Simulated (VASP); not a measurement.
Set up this calculation in VASP 6.6.1, as the native input.

| Property | Result |
| --- | --- |
| Task | single point |
| Functional | revPBE |
| Potentials or basis | VASP PAW PBE potentials, release 64 (Rh_pv) |
| Cutoff | 520 eV |
| k mesh | 15 × 15 × 4 |
| Occupations | fermi-dirac, width 0.1 eV |
| Spin | no spin polarisation |
| Dipole correction | no |
| Further INCAR settings | ALGO = Normal; EDIFF = 1e-07; NBANDS = 38 |

The structure of Rh lies in POSCAR:

```
Rh
1.0
    2.6877052521      0.0000000000      0.0000000000
   -1.3438526260      2.3276210262      0.0000000000
    0.0000000000      0.0000000000      8.7648660142
Rh
4
Direct
    0.0000000000      0.0000000000      0.0000000000
    1.0000000000      0.0000000000      0.5000000000
    0.3333333333      0.6666666667      0.2500000000
    0.6666666667      0.3333333333      0.7500000000
```

This isn't the form of Rh at room conditions, which is fcc.

The input as run:

INCAR

```
SYSTEM = Rh
  PREC = Accurate
  ENCUT = 520
  EDIFF = 1E-7
  ISMEAR = -1
  SIGMA = 0.1
  LREAL = .FALSE.
  LASPH = .TRUE.
  NELM = 100
  ALGO = Normal
  ISIF = 2
  LWAVE = .FALSE.
  LCHARG = .FALSE.
  GGA = RE
  NBANDS = 38
```

KPOINTS

```
Automatic mesh
0
G
  15 15 4
  0 0 0
```

Potentials or basis: VASP PAW PBE potentials, release 64 (Rh_pv).

The run is started by

```sh
$ cat potpaw_PBE.64/Rh_pv/POTCAR > POTCAR
$ mpirun -np 1 vasp_std > vasp.out
```

It gave:

```
Pressure               : 11.0 GPa
Band gap on the k mesh : zero (bands 30 and 31 overlap by 1.87 eV)
```

Caveat: the cell stands under pressure; the PAW data sets were made with another functional, which shifts forces and pressure a little.

Run time: 4.5 min on 1 thread of Intel Xeon 8259CL (shared host), peak memory 0.25 GiB.
